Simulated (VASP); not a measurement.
# Co (P-3m1) in VASP: notebook

Runs on Co. Level: PBE. Tasks: single point.

Everything below comes from runs of VASP 6.6.1. Logs are shortened: lines on timing, memory, paths and dates and some standing lists are left out, and cuts for length are marked.

### Step 1. The cell of the first run

Symmetry: P-3m1, No. 164, trigonal system. The conventional cell has a = 2.487 Å, b = 2.487 Å, c = 4.063 Å, α = 90.00°, β = 90.00°, γ = 120.00°. Within 3.2 Å of Co (site symmetry 3m) lie 12 Co at 2.42 to 2.55 Å.

### Step 2. Single point, PBE, non-collinear spin, typed start

The input, INCAR:

```
PREC = Accurate
ENCUT = 520
EDIFF = 1E-7
ISMEAR = -1
SIGMA = 0.08
LREAL = False
LASPH = True
NELM = 150
ALGO = Normal
ISIF = 2
LWAVE = False
LCHARG = True
LNONCOLLINEAR = True
MAGMOM = 0 0 1.7 0 0 -1.7
LORBIT = 11
LMAXMIX = 4
GGA = PE
LVHAR = True
NBANDS = 30
```

The input, KPOINTS:

```
regular mesh
0
Gamma
  15 15 8
```

The input, POSCAR:

```
Co
1.0
    2.4873648738      0.0000000000      0.0000000000
   -1.2436824369      2.1541211692      0.0000000000
    0.0000000000      0.0000000000      4.0632895034
Co
2
Direct
    0.6666666667      0.3333333333      0.2598610000
    0.3333333333      0.6666666667      0.7401390000
```

Potentials or basis: VASP PAW PBE potentials, release 64 (Co).

Launch:

```bash
$ cat potpaw_PBE.64/Co/POTCAR > POTCAR
$ mpirun -np 1 vasp_ncl > vasp.out
```

OUTCAR:

```text
PREC = Accurate
   ENCUT = 520
   EDIFF = 1E-7
   ISMEAR = -1
   LREAL = False
   LASPH = True
   NELM = 150
   ISIF = 2
   LNONCOLLINEAR = True
   LORBIT = 11
   GGA = PE

 ion  position               nearest neighbor table
   1  0.667  0.333  0.260-   2 2.42   2 2.42   2 2.42   2 2.55   2 2.55   2 2.55
   2  0.333  0.667  0.740-   1 2.42   1 2.42   1 2.42   1 2.55   1 2.55   1 2.55

  LATTYP: Found a hexagonal cell.
 ALAT       =     2.4873648738
 C/A-ratio  =     1.6335719565

  Lattice vectors:

 A1 = (   2.4873648738,   0.0000000000,   0.0000000000)
 A2 = (  -1.2436824369,   2.1541211692,   0.0000000000)
 A3 = (   0.0000000000,   0.0000000000,   4.0632895034)

Analysis of symmetry for initial positions (statically):
=====================================================================
 Subroutine PRICEL returns:
 Original cell was already a primitive cell.

 Routine SETGRP: Setting up the symmetry group for a
 hexagonal supercell.

 Subroutine GETGRP returns: Found 12 space group operations
 (whereof 12 operations were pure point group operations)
 out of a pool of 24 trial point group operations.

The static configuration has the point symmetry D_3d.

Analysis of symmetry for dynamics (positions and initial velocities):
=====================================================================
 Subroutine PRICEL returns:
 Original cell was already a primitive cell.

 Routine SETGRP: Setting up the symmetry group for a
 hexagonal supercell.

 Subroutine GETGRP returns: Found 12 space group operations
 (whereof 12 operations were pure point group operations)
 out of a pool of 24 trial point group operations.

The dynamic configuration has the point symmetry D_3d.

Analysis of structural, dynamic, and magnetic symmetry:
=====================================================================
 Subroutine PRICEL returns:
 Original cell was already a primitive cell.

 Routine SETGRP: Setting up the symmetry group for a
 hexagonal supercell.

 Subroutine GETGRP returns: Found  6 space group operations
 (whereof  6 operations were pure point group operations)
 out of a pool of 24 trial point group operations.

The overall configuration has the point symmetry D_3 .

 Subroutine INISYM returns: Found  6 space group operations
 (whereof  6 operations are pure point group operations),
[... 123 lines left out ...]
   AEXX    =    0.0000 exact exchange contribution
   IVDW    =     0    specifies the selected vdW correction
   LEPSILON=     F    determine dielectric tensor
   LRPA    =     F    only Hartree local field effects (RPA)
  energy-cutoff  :      520.00
  volume of cell :       21.77
 maximum number of plane-waves:      1200
   NGX =  9   NGY =  9   NGZ = 15

 number of electron      17.9999996 magnetization      -0.0000000     -0.0000000     -0.0000000

 number of electron      17.9999996 magnetization       0.0000000      0.0000000      0.0000000

 number of electron      17.9999996 magnetization       0.0000000     -0.0000000      0.0000000

 number of electron      17.9999996 magnetization      -0.0000000     -0.0000000      0.0000000

 Free energy of the ion-electron system (eV)
  ---------------------------------------------------
  ext. energy  EPLUGINS =         0.00000000
  ---------------------------------------------------
  free energy    TOTEN  =       -13.64019607 eV

  energy without entropy =      -13.52801616  energy(sigma->0) =      -13.58410612

 E-fermi :  10.1745     XC(G=0): -13.3939

 val. band max:       10.1713727527   @ k =   0.3333   0.3333   0.0000
 cond. band min:      10.1760816147   @ k =   0.3333   0.2000   0.3750
 fundamental gap:      0.0047088619
 Fermi energy:        10.1744735811

 k-point     1 :       0.0000    0.0000    0.0000
  band No.  band energies     occupation
      1       1.3101      1.00000
      2       1.3101      1.00000
      3       5.4762      1.00000
      4       5.4762      1.00000
      5       8.0924      1.00000
      6       8.0924      1.00000
[... 781 lines left out ...]
     29      25.7714      0.00000
     30      25.7714      0.00000

 [... further k-points ...]

------------------------ aborting loop because EDIFF is reached ----------------------------------------

  FORCE on cell =-STRESS in cart. coord.  units (eV):
  Direction    XX          YY          ZZ          XY          YZ          ZX
  --------------------------------------------------------------------------------------
  -------------------------------------------------------------------------------------
  Total       -0.9102029     -0.9102029     -1.0184208      0.0000000      0.0000000      0.0000000
  in kB      -66.9825081    -66.9825081    -74.9463412      0.0000000      0.0000000      0.0000000
  external PRESSURE =     -69.6371191 kB  Pullay stress =       0.0000000 kB

 VOLUME and BASIS-vectors are now :
 -----------------------------------------------------------------------------
  energy-cutoff  :      520.00
  volume of cell :       21.77
      direct lattice vectors                 reciprocal lattice vectors
     2.487364874  0.000000000  0.000000000     0.402031889  0.232113220  0.000000000
    -1.243682437  2.154121169  0.000000000     0.000000000  0.464226439  0.000000000
     0.000000000  0.000000000  4.063289503     0.000000000  0.000000000  0.246106018

 POSITION                                       TOTAL-FORCE (eV/Angst)
 -----------------------------------------------------------------------------------
      1.24368      0.71804      1.05589        -0.000000      0.000000     -0.606125
     -0.00000      1.43608      3.00740         0.000000     -0.000000      0.606125
 -----------------------------------------------------------------------------------
    total drift:                               -0.000000     -0.000000     -0.000000

  FREE ENERGIE OF THE ION-ELECTRON SYSTEM (eV)
  ---------------------------------------------------
  free  energy   TOTEN  =       -13.6401960747 eV

  energy  without entropy=      -13.5280161595  energy(sigma->0) =      -13.58410612

 total charge

# of ion       s       p       d       tot
------------------------------------------
    1        0.484   0.517   7.271   8.272
    2        0.484   0.517   7.271   8.272
--------------------------------------------------
tot          0.968   1.034  14.541  16.544

 magnetization (x)

# of ion       s       p       d       tot
------------------------------------------
    1        0.000  -0.000   0.000   0.000
    2       -0.000   0.000   0.000   0.000
--------------------------------------------------
tot         -0.000  -0.000   0.000   0.000

 magnetization (y)

# of ion       s       p       d       tot
------------------------------------------
    1       -0.000   0.000   0.000  -0.000
    2        0.000   0.000  -0.000  -0.000
--------------------------------------------------
tot          0.000   0.000  -0.000  -0.000

 magnetization (z)

# of ion       s       p       d       tot
------------------------------------------
    1        0.000   0.005   0.868   0.874
    2       -0.000  -0.005  -0.868  -0.874
--------------------------------------------------
tot          0.000   0.000   0.000   0.000
```

OSZICAR:

```text
N       E                     dE             d eps       ncg     rms          rms(c)
DAV:   1     0.118203341704E+03    0.11820E+03   -0.78419E+03 19508   0.164E+03
[... 31 lines left out ...]
DAV:  33    -0.136401963705E+02    0.40900E-06   -0.46435E-06 19770   0.230E-02    0.867E-04
DAV:  34    -0.136401964070E+02   -0.36497E-07   -0.71455E-06 20208   0.265E-02    0.120E-03
DAV:  35    -0.136401966993E+02   -0.29233E-06   -0.12960E-05 20196   0.325E-02    0.165E-03
DAV:  36    -0.136401960807E+02    0.61862E-06   -0.69550E-06 20028   0.223E-02    0.544E-04
DAV:  37    -0.136401960932E+02   -0.12493E-07   -0.10284E-06 19692   0.980E-03    0.282E-04
DAV:  38    -0.136401960747E+02    0.18468E-07   -0.26286E-07 19632   0.579E-03
   1 F= -.13640196E+02 E0= -.13584106E+02  d E =-.112180E+00  mag=    -0.0000    -0.0000    -0.0000
```

Run time: 7.5 min. Hardware: 1 thread of Intel Xeon 6975P-C (Granite Rapids), shared host; peak memory 0.38 GiB.

What came out:

```yaml
Free_energy: -13.6402 eV
Pressure: -7.0 GPa
Largest_force: 0.606 eV/Å
Band_gap_on_the_k_mesh: zero (band 18 reaches 10.54 eV, above the bottom of band 19 at 9.31 eV)
Net_moment: 0.00 μB per cell
Valence_electrons_inside_the_program's_atomic_spheres: Co 8.27
```

Forces on the atoms (eV/Å):
```
Co   0.000  0.000 -0.606
Co   0.000  0.000  0.606
```

Stress tensor (GPa, compression positive):
```
-6.70  0.00  0.00
 0.00 -6.70  0.00
 0.00  0.00 -7.49
```

Moments on the atoms (μB; x, y, z):
```
Co   0.00  0.00  0.87
Co   0.00  0.00 -0.87
```

Caveat: the starting moments collapsed, and a magnetic state may lie lower.

### Step 3. Single point, PBE, non-collinear spin, typed start

The input, INCAR:

```
SYSTEM = Co
ALGO     = Normal         ! electronic algorithm
EDIFF    = 1E-6           ! SCF threshold, eV
ENCUT    = 520            ! plane-wave cutoff, eV
GGA      = PE             ! functional
ISIF     = 2              ! what is computed and relaxed
ISMEAR   = -1             ! smearing method
LASPH    = .True.         ! aspherical terms in the spheres
LCHARG   = .False.        ! write CHGCAR
LMAXMIX  = 4              ! l up to which the mixer works
LNONCOLLINEAR= .True.         ! non-collinear magnetism
LORBIT   = 11             ! projections on sites
LREAL    = .False.        ! projectors in reciprocal space
LWAVE    = .False.        ! write WAVECAR
MAGMOM   = 0 0 1.7 0 0 1.7 ! initial moments
NBANDS   = 30             ! bands
NELM     = 150            ! most SCF steps
PREC     = Accurate       ! precision mode
SIGMA    = 0.08           ! smearing width, eV
```

The input, KPOINTS:

```
k-points
0
Gamma
  15 15 8
  0 0 0
```

POSCAR is that of step 2.

Potentials or basis: VASP PAW PBE potentials, release 64 (Co).

Launch:

```bash
$ cat potpaw_PBE.64/Co/POTCAR > POTCAR
$ mpirun -np 1 vasp_ncl > vasp.out
```

OUTCAR:

```text
SYSTEM = Co
   EDIFF = 1E-6
   ENCUT = 520
   GGA = PE
   ISIF = 2
   ISMEAR = -1
   LASPH = .True.
   LNONCOLLINEAR = .True.
   LORBIT = 11
   LREAL = .False.
   NELM = 150
   PREC = Accurate

 ion  position               nearest neighbor table
   1  0.667  0.333  0.260-   2 2.42   2 2.42   2 2.42   2 2.55   2 2.55   2 2.55
   2  0.333  0.667  0.740-   1 2.42   1 2.42   1 2.42   1 2.55   1 2.55   1 2.55

  LATTYP: Found a hexagonal cell.
 ALAT       =     2.4873648738
 C/A-ratio  =     1.6335719565

  Lattice vectors:

 A1 = (   2.4873648738,   0.0000000000,   0.0000000000)
 A2 = (  -1.2436824369,   2.1541211692,   0.0000000000)
 A3 = (   0.0000000000,   0.0000000000,   4.0632895034)

Analysis of symmetry for initial positions (statically):
=====================================================================
 Subroutine PRICEL returns:
[... 1012 lines left out ...]
    total drift:                               -0.000000      0.000000     -0.000000

  FREE ENERGIE OF THE ION-ELECTRON SYSTEM (eV)
  ---------------------------------------------------
  free  energy   TOTEN  =       -14.0713131159 eV

  energy  without entropy=      -14.0360002613  energy(sigma->0) =      -14.05365669

 total charge

# of ion       s       p       d       tot
------------------------------------------
    1        0.490   0.521   7.262   8.273
    2        0.490   0.521   7.262   8.273
--------------------------------------------------
tot          0.979   1.042  14.525  16.546

 magnetization (x)

# of ion       s       p       d       tot
------------------------------------------
    1        0.000  -0.000   0.000   0.000
    2        0.000   0.000   0.000   0.000
--------------------------------------------------
tot          0.000  -0.000   0.000   0.000

 magnetization (y)

# of ion       s       p       d       tot
------------------------------------------
    1       -0.000  -0.000  -0.000  -0.000
    2       -0.000  -0.000  -0.000  -0.000
--------------------------------------------------
tot         -0.000  -0.000  -0.000  -0.000

 magnetization (z)

# of ion       s       p       d       tot
------------------------------------------
    1       -0.014  -0.053   1.713   1.647
    2       -0.014  -0.053   1.713   1.647
--------------------------------------------------
tot         -0.028  -0.105   3.426   3.293
```

OSZICAR:

```text
N       E                     dE             d eps       ncg     rms          rms(c)
DAV:   1     0.118720464249E+03    0.11872E+03   -0.78471E+03 18644   0.164E+03
DAV:   2    -0.876438246780E+01   -0.12748E+03   -0.11923E+03 18564   0.310E+02
DAV:   3    -0.160709051718E+02   -0.73065E+01   -0.69410E+01 20412   0.100E+02
[... 40 lines left out ...]
DAV:  44    -0.140713147507E+02   -0.61423E-06   -0.37548E-05 18822   0.612E-02    0.270E-03
DAV:  45    -0.140713144607E+02    0.29002E-06   -0.39139E-05 18816   0.631E-02    0.224E-03
DAV:  46    -0.140713155992E+02   -0.11385E-05   -0.16785E-05 19224   0.456E-02    0.331E-03
DAV:  47    -0.140713133892E+02    0.22100E-05   -0.32071E-05 19140   0.511E-02    0.140E-03
DAV:  48    -0.140713131159E+02    0.27332E-06   -0.77771E-06 18786   0.293E-02
   1 F= -.14071313E+02 E0= -.14053657E+02  d E =-.353129E-01  mag=    -0.0000    -0.0000     3.2552
```

It took 28 min on 1 thread of Intel Xeon Platinum 8175M at 2.50GHz (Skylake/Cascade Lake), shared host; peak memory 0.38 GiB.

What came out:

```
Free energy                                           : -14.0713 eV
Pressure                                              : 0.0 GPa
Largest force                                         : 0.501 eV/Å
Band gap on the k mesh                                : zero (band 18 reaches 11.41 eV, above the bottom of band 19 at 9.21 eV)
Net moment                                            : 3.26 μB per cell
Valence electrons inside the program's atomic spheres : Co 8.27
```

Forces in eV/Å, atoms in the order of the input:
```
Co   0.000  0.000 -0.501
Co   0.000  0.000  0.501
```

Stress tensor (GPa, compression positive):
```
 0.63  0.00  0.00
 0.00  0.63  0.00
 0.00  0.00 -1.13
```

Moments on the atoms (μB; x, y, z):
```
Co  0.00 0.00 1.65
Co  0.00 0.00 1.65
```

### Step 4. Single point, PBE, collinear spin, ferromagnetic start

The input, INCAR:

```
PREC = Accurate
ENCUT = 520
EDIFF = 1E-6
ISMEAR = -1
SIGMA = 0.08
LREAL = False
LASPH = True
NELM = 150
ALGO = Normal
ISIF = 2
LWAVE = False
LCHARG = False
ISPIN = 2
MAGMOM = 2 2
LORBIT = 11
LMAXMIX = 4
GGA = PE
NBANDS = 20
```

The input, KPOINTS:

```
Automatic mesh
0
Gamma
  15 15 8
```

POSCAR is that of step 3.

Launch:

```bash
$ cat potpaw_PBE.64/Co/POTCAR > POTCAR
$ mpirun -np 1 vasp_std > vasp.out
```

It took 2.2 min on 1 thread of Intel Xeon Platinum 8375C at 2.90GHz (Ice Lake), shared host; peak memory 0.22 GiB.

It converged, with:

```yaml
Free_energy: -14.0708 eV
Pressure: 0.0 GPa
Largest_force: 0.499 eV/Å
Net_moment: 3.25 μB per cell
Site_moments: Co +1.65 μB
Valence_electrons_inside_the_program's_atomic_spheres: Co 8.27
```

Forces in eV/Å, atoms in the order of the input:
```
Co   0.000  0.000 -0.499
Co   0.000  0.000  0.499
```

Stress tensor (GPa, compression positive):
```
 0.62  0.00  0.00
 0.00  0.62  0.00
 0.00  0.00 -1.16
```

Levels at points of the mesh, in eV from the Fermi level:
Spin up:
| k point | band 8 | band 9 | band 10 | band 11 | band 12 | band 13 | band 14 | band 15 |
| --- | --- | --- | --- | --- | --- | --- | --- | --- |
| (0.00, 0.00, 0.00) | -1.92 | -1.92 | -0.86 | -0.86 | -0.17 | 6.12 | 22.05 | 24.69 |
| (0.00, 0.00, 0.50) | -2.65 | -1.28 | -1.28 | -1.07 | -1.07 | 14.12 | 15.28 | 22.66 |
Spin down:
```tsv
k point	band 3	band 4	band 5	band 6	band 7	band 8	band 9	band 10	band 11	band 12
(0.00, 0.00, 0.00)	-1.08	-0.97	-0.97	-0.66	-0.66	-0.20	-0.09	-0.09	1.05	1.05
(0.00, 0.00, 0.50)	-1.80	-1.34	-1.03	-1.03	-1.01	-1.01	0.64	0.64	0.78	0.78
```
